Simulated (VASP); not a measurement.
A run of VASP 6.6.1 is set up as follows.

Contents of INCAR:

```
SYSTEM = Na2S
  PREC = Accurate
  ENCUT = 500
  EDIFF = 1E-7
  ISMEAR = 0
  SIGMA = 0.01
  LREAL = .False.
  LASPH = .True.
  NELM = 120
  ALGO = Normal
  ISIF = 3
  LWAVE = .False.
  LCHARG = .False.
  GGA = PS
  IBRION = 2
  NSW = 100
  EDIFFG = -0.002
  PSTRESS = 100.0
  GGA_COMPAT = .False.
  NELMIN = 4
```

KPOINTS

```
regular mesh
0
Gamma
  6 6 6
  0 0 0
```

File POSCAR:

```
Na2S
1.0
    0.0000000000      3.2506202990      3.2506202990
    3.2506202990      0.0000000000      3.2506202990
    3.2506202990      3.2506202990      0.0000000000
Na S
2 1
Direct
    0.2500000000      0.2500000000      0.2500000000
    0.7500000000      0.7500000000      0.7500000000
    0.0000000000      0.0000000000      0.0000000000
```

Potentials or basis: VASP PAW PBE potentials, release 64 (Na_pv, S).

Run with:

```bash
$ cat potpaw_PBE.64/Na_pv/POTCAR potpaw_PBE.64/S/POTCAR > POTCAR
$ mpirun -np 1 vasp_std > vasp.out
```

Predict the relaxed cell.

a = 4.285 Å, b = 4.285 Å, c = 4.285 Å, α = 60.00°, β = 60.00°, γ = 60.00°.

Predict the relaxed volume.

18.55 Å³/atom.

What does it give for the space group after relaxing (to 0.05 Å)?

Fm-3m (No. 225).

What does it give for the band gap on the k mesh?

3.18 eV, direct.

The path:
| step | energy change (eV) | largest force (eV/Å) | pressure (GPa) | volume (Å³) |
| --- | --- | --- | --- | --- |
| 1 | 0.0000 | 0.0000 | 0.05 | 68.70 |
| 2 | 0.3500 | 0.0000 | 10.19 | 55.50 |
| 3 | 0.3409 | 0.0000 | 9.99 | 55.65 |

Caveat: the cell is relaxed towards a set pressure, so the enthalpy falls and the energy may rise; the volume moved by over 15 % at a fixed basis, so the end points are rough; the PAW data sets were made with another functional, which shifts forces and pressure a little. As with any semilocal functional, this PBEsol gap is likely too small.
